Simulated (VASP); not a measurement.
InP: relaxation of cell and atoms with PBEsol

InP:

```
In P
1.0
     0.00000    2.93050    2.93050
     2.93050    0.00000    2.93050
     2.93050    2.93050    0.00000
In P
1 1
Direct
  0.00000 0.00000 0.00000
  0.75000 0.75000 0.75000
```

* Program: VASP 6.6.1
* Task: relaxation of cell and atoms
* Functional: PBEsol
* Potentials or basis: VASP PAW PBE potentials, release 64 (In_d, P)
* Cutoff: 600 eV
* k mesh: 6 × 6 × 6
* Occupations: fermi-dirac, width 0.05 eV
* Spin: no spin polarisation
* Dipole correction: no
* Further INCAR settings: ALGO = Normal; EDIFF = 1e-06; IBRION = 2; EDIFFG = -0.02; NSW = 80; ISIF = 3

```
Relaxed volume                         : 25.39 Å³/atom
Relaxed cell                           : a = 4.157 Å, b = 4.157 Å, c = 4.157 Å, α = 60.00°, β = 60.00°, γ = 60.00°
Space group after relaxing (to 0.05 Å) : F-43m (No. 216)
Energy gained by relaxing              : 0.4 meV/atom
Ionic steps                            : 3
Pressure after relaxing                : 0.0 GPa
Band gap on the k mesh                 : 0.56 eV, direct
```

Step by step:
```tsv
step	energy change (eV)	largest force (eV/Å)	pressure (GPa)	volume (Å³)
1	0.0000	0.0000	0.61	50.33
2	-0.0006	0.0000	-0.31	51.04
3	-0.0009	0.0000	-0.01	50.79
```

Final structure:
```xyz
2
Lattice="0.0000 2.9393 2.9393 2.9393 0.0000 2.9393 2.9393 2.9393 0.0000" Properties=species:S:1:pos:R:3 pbc="T T T"
In    0.0000    0.0000    0.0000
P     4.4090    4.4090    4.4090
```

Levels at points of the mesh, in eV from the valence-band top:
```csv
k point,band 7,band 8,band 9,band 10,band 11,band 12
"(0.00, 0.00, 0.00)",0.00,0.00,0.00,0.56,4.01,4.01
"(0.50, 0.00, 0.00)",-5.76,-0.97,-0.97,1.38,4.73,4.73
"(0.50, 0.50, 0.00)",-5.78,-2.32,-2.32,1.64,2.16,9.04
```

It took 38 s on 1 thread of Intel(R) Xeon(R) Platinum 8488C (Sapphire Rapids), on a shared host, peak memory 0.22 GiB.

Caveat: the PAW data sets were made with another functional, which shifts forces and pressure a little; spin-orbit coupling is left out, which moves the levels of the heavy elements. As with any semilocal functional, this PBEsol gap is likely too small.
